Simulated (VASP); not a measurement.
# ZrB2 (P6/mmm) in VASP: a series of runs

ZrB2 is run at these levels: RPBE, PBE; tasks: relaxation of cell and atoms.

Program: VASP 6.6.1. These are calculated values, not measurements. Logs are shortened: lines on timing, memory, paths and dates and some standing lists are left out, and cuts for length are marked.

### 1 The cell of the first run

Symmetry: P6/mmm, No. 191, hexagonal system. The conventional cell has a = 3.170 Å, b = 3.170 Å, c = 3.533 Å, α = 90.00°, β = 90.00°, γ = 120.00°. Zr (site symmetry 6/mmm) has 12 B at 2.54 Å and 6 Zr at 3.17 Å within 3.4 Å. B (site symmetry -6m2) has 3 B at 1.83 Å within 2.4 Å.

### 2 Relaxation of cell and atoms, RPBE

Input file INCAR:

```
SYSTEM = ZrB2
PREC     = Accurate       ! precision mode
ENCUT    = 600            ! plane-wave cutoff, eV
EDIFF    = 1E-6           ! SCF threshold, eV
ISMEAR   = -1             ! smearing method
SIGMA    = 0.1            ! smearing width, eV
LREAL    = .FALSE.        ! projectors in reciprocal space
LASPH    = .TRUE.         ! aspherical terms in the spheres
NELM     = 80             ! most SCF steps
ALGO     = Normal         ! electronic algorithm
ISIF     = 3              ! what is computed and relaxed
LWAVE    = .FALSE.        ! write WAVECAR
LCHARG   = .FALSE.        ! write CHGCAR
GGA      = RP             ! functional
IBRION   = 2              ! ionic algorithm
NSW      = 80             ! ionic steps
EDIFFG   = -0.005         ! ionic threshold
```

Input file KPOINTS:

```
regular mesh
0
G
  10 10 8
  0 0 0
```

Input file POSCAR:

```
ZrB2
1.0
    3.1700000000      0.0000000000      0.0000000000
   -1.5850000000      2.7453005300      0.0000000000
    0.0000000000      0.0000000000      3.5330000000
Zr B
1 2
Direct
    0.0000000000      0.0000000000      0.0000000000
    0.3333333333      0.6666666667      0.5000000000
    0.6666666667      0.3333333333      0.5000000000
```

Potentials or basis: VASP PAW PBE potentials, release 64 (Zr_sv, B).

Started as:

```bash
$ cat potpaw_PBE.64/Zr_sv/POTCAR potpaw_PBE.64/B/POTCAR > POTCAR
$ mpirun -np 1 vasp_std > vasp.out
```

OUTCAR:

```text
SYSTEM = ZrB2
   PREC = Accurate
   ENCUT = 600
   EDIFF = 1E-6
   ISMEAR = -1
   LREAL = .FALSE.
   LASPH = .TRUE.
   NELM = 80
   ISIF = 3
   GGA = RP
   IBRION = 2
   NSW = 80
   EDIFFG = -0.005

 ion  position               nearest neighbor table
   1  0.000  0.000  0.000-   2 2.54   3 2.54   2 2.54   3 2.54   3 2.54   3 2.54   2 2.54   2 2.54
                             3 2.54   3 2.54   2 2.54   2 2.54
   2  0.333  0.667  0.500-   3 1.83   3 1.83   3 1.83   1 2.54   1 2.54   1 2.54   1 2.54   1 2.54
                             1 2.54
   3  0.667  0.333  0.500-   2 1.83   2 1.83   2 1.83   1 2.54   1 2.54   1 2.54   1 2.54   1 2.54
                             1 2.54

  LATTYP: Found a hexagonal cell.
 ALAT       =     3.1700000000
 C/A-ratio  =     1.1145110410

  Lattice vectors:

 A1 = (   3.1700000000,   0.0000000000,   0.0000000000)
 A2 = (  -1.5850000000,   2.7453005300,   0.0000000000)
 A3 = (   0.0000000000,   0.0000000000,   3.5330000000)

Analysis of symmetry for initial positions (statically):
=====================================================================
 Subroutine PRICEL returns:
 Original cell was already a primitive cell.

 Routine SETGRP: Setting up the symmetry group for a
 hexagonal supercell.

 Subroutine GETGRP returns: Found 24 space group operations
 (whereof 24 operations were pure point group operations)
 out of a pool of 24 trial point group operations.

The static configuration has the point symmetry D_6h.

Analysis of symmetry for dynamics (positions and initial velocities):
=====================================================================
 Subroutine PRICEL returns:
 Original cell was already a primitive cell.

 Routine SETGRP: Setting up the symmetry group for a
 hexagonal supercell.

 Subroutine GETGRP returns: Found 24 space group operations
 (whereof 24 operations were pure point group operations)
 out of a pool of 24 trial point group operations.

The dynamic configuration has the point symmetry D_6h.

 Subroutine INISYM returns: Found 24 space group operations
 (whereof 24 operations are pure point group operations),
 and found     1 'primitive' translations

----------------------------------------------------------------------------------------

                                     Primitive cell

  volume of cell :      30.7463

  direct lattice vectors                    reciprocal lattice vectors
     3.170000000  0.000000000  0.000000000     0.315457413  0.182129422  0.000000000
    -1.585000000  2.745300530  0.000000000     0.000000000  0.364258845  0.000000000
     0.000000000  0.000000000  3.533000000     0.000000000  0.000000000  0.283045570

  length of vectors
     3.170000000  3.170000000  3.533000000     0.364258845  0.364258845  0.283045570

  position of ions in fractional coordinates (direct lattice)
     0.000000000  0.000000000  0.000000000
     0.333333333  0.666666667  0.500000000
     0.666666667  0.333333333  0.500000000

  ion indices of the primitive-cell ions
   primitive index   ion index
                 1           1
                 2           2
                 3           3

----------------------------------------------------------------------------------------

 KPOINTS: regular mesh

Automatic generation of k-mesh.
 Grid dimensions read from file:
 generate k-points for:   10   10    8

 Generating k-lattice:

  Cartesian coordinates                     Fractional coordinates (reciprocal lattice)
     0.031545741  0.018212942  0.000000000     0.100000000  0.000000000  0.000000000
     0.000000000  0.036425884  0.000000000     0.000000000  0.100000000  0.000000000
     0.000000000  0.000000000  0.035380696     0.000000000  0.000000000  0.125000000

  Length of vectors
     0.036425884  0.036425884  0.035380696

  Shift w.r.t. Gamma in fractional coordinates (k-lattice)
     0.000000000  0.000000000  0.000000000

 Subroutine IBZKPT returns following result:
 ===========================================

 Found     70 irreducible k-points:

 Following reciprocal coordinates:
            Coordinates               Weight
  0.000000  0.000000  0.000000      1.000000
  0.100000 -0.000000  0.000000      6.000000
  0.200000 -0.000000  0.000000      6.000000
  0.300000  0.000000  0.000000      6.000000
  0.400000  0.000000  0.000000      6.000000
  0.500000  0.000000  0.000000      3.000000
[... 16 lines left out ...]
  0.300000  0.100000  0.125000     24.000000
  0.400000  0.100000  0.125000     24.000000
 [... further k-points ...]
   k-points           NKPTS =     70   k-points in BZ     NKDIM =     70   number of bands    NBANDS=     13
   number of dos      NEDOS =    301   number of ions     NIONS =      3
   total plane-waves  NPLWV =  21952
   dimension x,y,z NGX =    28 NGY =   28 NGZ =   28
   dimension x,y,z NGXF=    56 NGYF=   56 NGZF=   56
   ions per type =               1   2
   NGX,Y,Z   is equivalent  to a cutoff of  14.68, 14.68, 13.18 a.u.
   NGXF,Y,Z  is equivalent  to a cutoff of  29.37, 29.37, 26.35 a.u.
 SYSTEM =  ZrB2
   PREC   = accura    normal or accurate (medium, high low for compatibility)
   ISTART =      0    job   : 0-new  1-cont  2-samecut
   ICHARG =      2    charge: 1-file 2-atom 10-const
   ISPIN  =      1    spin polarized calculation?
   LNONCOLLINEAR =      F non collinear calculations
   LSORBIT =      F    spin-orbit coupling
   LASPH  =      T    aspherical Exc in radial PAW
   ENCUT  =  600.0 eV  44.10 Ry    6.64 a.u.   6.33  6.33  7.06*2*pi/ulx,y,z
   NELM   =     80;   NELMIN=  2; NELMDL= -5     # of ELM steps
   EDIFF  = 0.1E-05   stopping-criterion for ELM
   LREAL  =      F    real-space projection
   EDIFFG = -.5E-02   stopping-criterion for IOM
   NSW    =     80    number of steps for IOM
   IBRION =      2    ionic relax: 0-MD 1-quasi-New 2-CG
   NFREE  =      1    steps in history (QN), initial steepest desc. (CG)
   ISIF   =      3    stress and relaxation
   ISYM   =      2    0-nonsym 1-usesym 2-fastsym
   POTIM  = 0.5000    time-step for ionic-motion
   TEBEG  =    0.0;   TEEND  =   0.0 temperature during run
   PSTRESS=    0.0 pullay stress
   NELECT =      18.0000    total number of electrons
   NUPDOWN=      -1.0000    fix difference up-down
   EMIN   =  10.00;   EMAX   =-10.00  energy-range for DOS
   EFERMI =   0.00;   METHOD = LEGACY
   ISMEAR =    -1;   SIGMA  =   0.10  broadening in eV -4-tet -1-fermi 0-gaus
   EFERMI_NEDOS =   21; number of points for ismear=-14 and -15
   IALGO  =     38    algorithm
   IMIX   =      4    mixing-type and parameters
     AMIX     =   0.40;   BMIX     =  1.00
     AMIX_MAG =   1.60;   BMIX_MAG =  1.00
  volume/ion in A,a.u.               =      10.25        69.16
  Fermi-wavevector in a.u.,A,eV,Ry     =   1.369519  2.588016 25.518847  1.875582
  Thomas-Fermi vector in A             =   2.495387
   LORBIT       =      0    0 simple, 1 ext, 2 COOP (PROOUT), +10 PAW based schemes
   GGA     = RP    functional components
   LHFCALC =     F    Hartree Fock is set to
   AEXX    =    0.0000 exact exchange contribution
   IVDW    =     0    specifies the selected vdW correction
   LEPSILON=     F    determine dielectric tensor
   LRPA    =     F    only Hartree local field effects (RPA)
 conjugate gradient relaxation of ions
 non-spin polarized calculation
  energy-cutoff  :      600.00
  volume of cell :       30.75
 maximum number of plane-waves:      1046
 NGX is ok and might be reduce to    28
   NGX = 13   NGY = 13   NGZ = 15

--------------------------------------- Ionic step        1  -------------------------------------------

 number of electron      18.0000000 magnetization

 Free energy of the ion-electron system (eV)
  ---------------------------------------------------
  ext. energy  EPLUGINS =         0.00000000
  ---------------------------------------------------
  free energy    TOTEN  =       -23.87419966 eV

  energy without entropy =      -23.86322453  energy(sigma->0) =      -23.86871210

------------------------ aborting loop because EDIFF is reached ----------------------------------------

  FORCE on cell =-STRESS in cart. coord.  units (eV):
  Direction    XX          YY          ZZ          XY          YZ          ZX
  --------------------------------------------------------------------------------------
  -------------------------------------------------------------------------------------
  Total        0.8168352      0.8168352      0.9445883      0.0000000      0.0000000     -0.0000000
  in kB       42.5649617     42.5649617     49.2221250      0.0000000      0.0000000     -0.0000000
  external PRESSURE =      44.7840161 kB  Pullay stress =       0.0000000 kB
[... 96 lines left out ...]
  energy  without entropy=      -23.8711113867  energy(sigma->0) =      -23.87666215

--------------------------------------- Ionic step        4  -------------------------------------------

 number of electron      18.0000000 magnetization

 Free energy of the ion-electron system (eV)
  ---------------------------------------------------
  ext. energy  EPLUGINS =         0.00000000
  ---------------------------------------------------
  free energy    TOTEN  =       -23.88232771 eV

  energy without entropy =      -23.87133754  energy(sigma->0) =      -23.87683263

 E-fermi :  10.3479     XC(G=0): -12.3108

 val. band max:       10.2974550234   @ k =   0.2000   0.2000   0.1250
 cond. band min:      10.4683994499   @ k =   0.0000   0.0000   0.2500
 fundamental gap:      0.1709444266
 Fermi energy:        10.3479252019

 k-point     1 :       0.0000    0.0000    0.0000
  band No.  band energies     occupation
      1     -38.3176      2.00000
      2     -16.4888      2.00000
      3     -15.9637      2.00000
      4     -15.9637      2.00000
      5      -2.2865      2.00000
      6       7.8415      2.00000
      7       7.8415      2.00000
      8       7.8627      2.00000
      9       8.0220      2.00000
     10      13.7272      0.00000
     11      13.7272      0.00000
     12      14.4843      0.00000
     13      14.4843      0.00000
[... 353 lines left out ...]
 k-point    24 :       0.4000    0.1000    0.1250
  band No.  band energies     occupation
      1     -38.2071      2.00000
      2     -16.7922      2.00000
      3     -16.3659      2.00000
      4     -16.2098      2.00000
      5       1.1514      2.00000
      6       2.4225      2.00000
      7       6.2256      2.00000
      8       6.9790      2.00000
      9       8.3949      2.00000
     10      11.5359      0.00001
     11      14.0092      0.00000
     12      14.2668      0.00000
     13      15.9027      0.00000

 [... further k-points ...]
[... 5 lines left out ...]
  --------------------------------------------------------------------------------------
  -------------------------------------------------------------------------------------
  Total       -0.0047101     -0.0047101      0.0103203      0.0000000      0.0000000     -0.0000000
  in kB       -0.2408552     -0.2408552      0.5277424      0.0000000      0.0000000     -0.0000000
  external PRESSURE =       0.0153440 kB  Pullay stress =       0.0000000 kB
[... 18 lines left out ...]
  FREE ENERGIE OF THE ION-ELECTRON SYSTEM (eV)
  ---------------------------------------------------
  free  energy   TOTEN  =       -23.8823277112 eV

  energy  without entropy=      -23.8713375407  energy(sigma->0) =      -23.87683263

 reached required accuracy - stopping structural energy minimisation
```

Run time: 41 s. Hardware: 1 thread of AMD EPYC 9R45 (Zen 5), shared host; peak memory 0.16 GiB.

Results:

```yaml
Free_energy: -23.8823 eV
Relaxed_volume: 10.44 Å³/atom
Relaxed_cell: a = 3.187 Å, b = 3.187 Å, c = 3.563 Å, α = 90.00°, β = 90.00°, γ = 120.00°
Space_group_after_relaxing_to_0.05_Å: P6/mmm (No. 191)
Energy_gained_by_relaxing: 2.7 meV/atom
Ionic_steps: 4
Pressure_after_relaxing: 0.0 GPa
Band_gap_on_the_k_mesh: zero (band 9 reaches 11.00 eV, above the bottom of band 10 at 10.19 eV)
```

The path:
```tsv
step	energy change (eV)	largest force (eV/Å)	pressure (GPa)	volume (Å³)
1	0.0000	0.0000	4.48	30.75
2	0.0031	0.0000	-4.92	32.04
3	-0.0080	0.0000	-0.02	31.33
4	-0.0081	0.0000	0.00	31.33
```

Final structure:
```xyz
3
Lattice="3.1867 0.0000 0.0000 -1.5934 2.7598 0.0000 0.0000 0.0000 3.5625" Properties=species:S:1:pos:R:3 pbc="T T T"
Zr    1.5934    2.7598    3.5625
B     0.0000    1.8399    1.7813
B     1.5934    0.9199    1.7813
```

Caveat: the PAW data sets were made with another functional, which shifts forces and pressure a little.

### 3 Relaxation of cell and atoms, PBE

Input file INCAR:

```
  ALGO = Normal
  EDIFF = 1E-6
  EDIFFG = -0.005
  ENCUT = 600
  GGA = PE
  IBRION = 2
  ISIF = 3
  ISMEAR = -1
  LASPH = T
  LCHARG = F
  LREAL = F
  LWAVE = F
  NELM = 100
  NSW = 80
  PREC = Accurate
  SIGMA = 0.1
```

Input file KPOINTS:

```
k-points
0
Gamma
  10 10 8
```

POSCAR is that of step 2.

Potentials or basis: VASP PAW PBE potentials, release 64 (Zr_sv, B).

Started as:

```bash
$ cat potpaw_PBE.64/Zr_sv/POTCAR potpaw_PBE.64/B/POTCAR > POTCAR
$ mpirun -np 1 vasp_std > vasp.out
```

Wall time 39 s (1 thread of AMD EPYC 9R45 (Zen 5), shared host); peak memory 0.16 GiB.

It converged, with:

```yaml
Free_energy: -24.9824 eV
Relaxed_volume: 10.29 Å³/atom
Relaxed_cell: a = 3.171 Å, b = 3.171 Å, c = 3.546 Å, α = 90.00°, β = 90.00°, γ = 120.00°
Space_group_after_relaxing_to_0.05_Å: P6/mmm (No. 191)
Energy_gained_by_relaxing: 0.2 meV/atom
Ionic_steps: 4
Pressure_after_relaxing: 0.0 GPa
Band_gap_on_the_k_mesh: zero (band 9 reaches 11.08 eV, above the bottom of band 10 at 10.25 eV)
```

Step by step:
| step | energy change (eV) | largest force (eV/Å) | pressure (GPa) | volume (Å³) |
| --- | --- | --- | --- | --- |
| 1 | 0.0000 | 0.0000 | 0.97 | 30.75 |
| 2 | 0.0000 | 0.0000 | -1.13 | 31.02 |
| 3 | -0.0005 | 0.0000 | -0.12 | 30.89 |
| 4 | -0.0006 | 0.0000 | 0.00 | 30.87 |

Final structure:
```yaml
crystal:
  lattice:
    - [3.17085, 0.00000, 0.00000]
    - [-1.58542, 2.74604, 0.00000]
    - [0.00000, 0.00000, 3.54551]
  atoms:
    - { symbol: Zr, position: [0.00000, 0.00000, 0.00000] }
    - { symbol: B, position: [0.33333, 0.66667, 0.50000] }
    - { symbol: B, position: [0.66667, 0.33333, 0.50000] }
```

Levels at points of the mesh, in eV from the Fermi level:
| k point | band 5 | band 6 | band 7 | band 8 | band 9 | band 10 | band 11 | band 12 | band 13 |
| --- | --- | --- | --- | --- | --- | --- | --- | --- | --- |
| (0.00, 0.00, 0.00) | -12.64 | -2.53 | -2.53 | -2.52 | -2.31 | 3.45 | 3.45 | 4.20 | 4.20 |
| (0.50, 0.00, 0.00) | -8.87 | -8.44 | -3.83 | -2.98 | -2.60 | 2.28 | 2.36 | 4.99 | 5.04 |
| (0.00, 0.00, 0.50) | -10.64 | -6.88 | -0.88 | -0.88 | 0.43 | 0.43 | 0.84 | 0.84 | 1.84 |
| (0.50, 0.00, 0.50) | -9.83 | -6.93 | -4.51 | -4.05 | -1.94 | 3.75 | 4.14 | 5.35 | 6.23 |

PBE usually gives volumes a little too large and moduli too small. Zero-point motion and thermal expansion aren't in these numbers.
